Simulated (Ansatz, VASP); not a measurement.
## W in VASP and in Ansatz

INCAR

```
SYSTEM = W
PREC     = Accurate       ! precision mode
ENCUT    = 520            ! plane-wave cutoff, eV
EDIFF    = 1E-6           ! SCF threshold, eV
ISMEAR   = 0              ! smearing method
SIGMA    = 0.15           ! smearing width, eV
LREAL    = .False.        ! projectors in reciprocal space
LASPH    = .True.         ! aspherical terms in the spheres
NELM     = 80             ! most SCF steps
ALGO     = Fast           ! electronic algorithm
ISIF     = 2              ! what is computed and relaxed
LWAVE    = .False.        ! write WAVECAR
LCHARG   = .False.        ! write CHGCAR
GGA      = PS             ! functional
NBANDS   = 13             ! bands
```

Contents of KPOINTS:

```
regular mesh
0
Gamma
  28 28 28
  0 0 0
```

File POSCAR:

```
W
1.0
    0.0000000000      1.7809924207      2.5183232829
    1.7809924207      0.0000000000      2.5183232829
    1.7809924207      1.7809924207      0.0000000000
W
1
Direct
    0.0000000000      0.0000000000      0.0000000000
```

Input for Ansatz:

```yaml
crystal:
  lattice:
    - [0.0, 1.7809924207, 2.5183232829]
    - [1.7809924207, 0.0, 2.5183232829]
    - [1.7809924207, 1.7809924207, 0.0]
  atoms:
    - { symbol: W, position: [0.0, 0.0, 0.0] }
basis:
  ecutwfc: 420
kpoints:
  mp_grid: { grid: [28, 28, 28] }
hamiltonian:
  xc: pbesol
scf:
  occupations: { method: gaussian, width: 0.15 }
output:
  forces: true
  stress: true
  eigenvalues: true
```

Alike in both runs: task single point; functional PBEsol; k mesh 28 × 28 × 28; occupations gaussian, width 0.15 eV; no spin polarisation.

```csv
,VASP,Ansatz
version,VASP 6.6.1,Ansatz 0.2.0
potentials or method,"VASP PAW PBE potentials, release 64 (W_sv), cutoff 520 eV","scalar-relativistic, plane waves, PAW"
valence electrons in the cell,14,14
```

Ansatz gave:

* gap on the k mesh at the Fermi level (eV): none
* pressure (GPa): 9.6
* traceless stress, the component that is largest in VASP (GPa): -39.73

Q: Which values does VASP return?

A: gap on the k mesh at the Fermi level (eV): none; pressure (GPa): 10.7; traceless stress, the component that is largest in VASP (GPa): -40.61.

VASP's potentials were made for PBE, not for PBEsol. A gap of «none» marks a metal or a gap that the smearing closes.

Neither program's run includes spin-orbit coupling.
